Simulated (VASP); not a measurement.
Write the native input for VASP 6.6.1 that does the following.

```yaml
Task: single point
Functional: PBE
Potentials_or_basis: VASP PAW PBE potentials, release 64 (Rh_pv)
Cutoff: 520 eV
k_mesh: 22 × 22 × 22
Occupations: gaussian, width 0.15 eV
Spin: no spin polarisation
Dipole_correction: no
Further_INCAR_settings: ALGO = Fast; EDIFF = 1e-06; NBANDS = 14
```

The structure of Rh lies in POSCAR:

```
Rh
1.0
    0.0000000000      1.9300732500      1.8445035000
    1.9300732500      0.0000000000      1.8445035000
    1.9300732500      1.9300732500      0.0000000000
Rh
1
Direct
    0.0000000000      0.0000000000      0.0000000000
```

This cell differs from its parent crystal: strain +0.015 along x and y, -0.030 along z.

One way to write it, as run:

INCAR

```
PREC = Accurate
ENCUT = 520
EDIFF = 1E-6
ISMEAR = 0
SIGMA = 0.15
LREAL = False
LASPH = True
NELM = 80
ALGO = Fast
ISIF = 2
LWAVE = False
LCHARG = False
GGA = PE
NBANDS = 14
```

KPOINTS

```
Automatic mesh
0
Gamma
  22 22 22
```

Potentials or basis: VASP PAW PBE potentials, release 64 (Rh_pv).

The run is started by

```bash
$ cat potpaw_PBE.64/Rh_pv/POTCAR > POTCAR
$ mpirun -np 1 vasp_std > vasp.out
```

It gave:

```yaml
Pressure: 6.3 GPa
Band_gap_on_the_k_mesh: zero (an odd number of electrons rules out a gap without spin polarisation)
```

Caveat: the cell differs from its parent crystal (strain +0.015 along x and y, -0.030 along z); the cell stands under pressure.

Wall time 100 s on 1 thread of Intel(R) Xeon(R) Platinum 8259CL CPU @ 2.50GHz (Skylake/Cascade Lake) (shared host), peak memory 0.25 GiB.
